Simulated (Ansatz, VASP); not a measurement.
**La in VASP and in Ansatz**

```
La
1.0
     3.75000    0.00000    0.00000
    -1.87500    3.24760    0.00000
     0.00000    0.00000    6.07000
La
2
Direct
  0.33333 0.66667 0.25000
  0.66667 0.33333 0.75000
```

Alike in both runs: task single point; functional PBE; k mesh 11 × 11 × 6; occupations fermi-dirac, width 0.28 eV; no spin polarisation.

|  | VASP | Ansatz |
| --- | --- | --- |
| version | VASP 6.6.1 | Ansatz 0.2.0 |
| potentials or method | VASP PAW PBE potentials, release 64 (La), cutoff 520 eV | all-electron LAPW, scalar-relativistic |

```csv
,VASP,Ansatz,Ansatz less VASP
pressure (GPa),1.3,1.3,0.00
"traceless stress, the component that is largest in VASP (GPa)",0.07,0.08,+0.001
```

Ansatz ran all-electron here, and VASP with PAW potentials.

Neither program's run includes spin-orbit coupling.
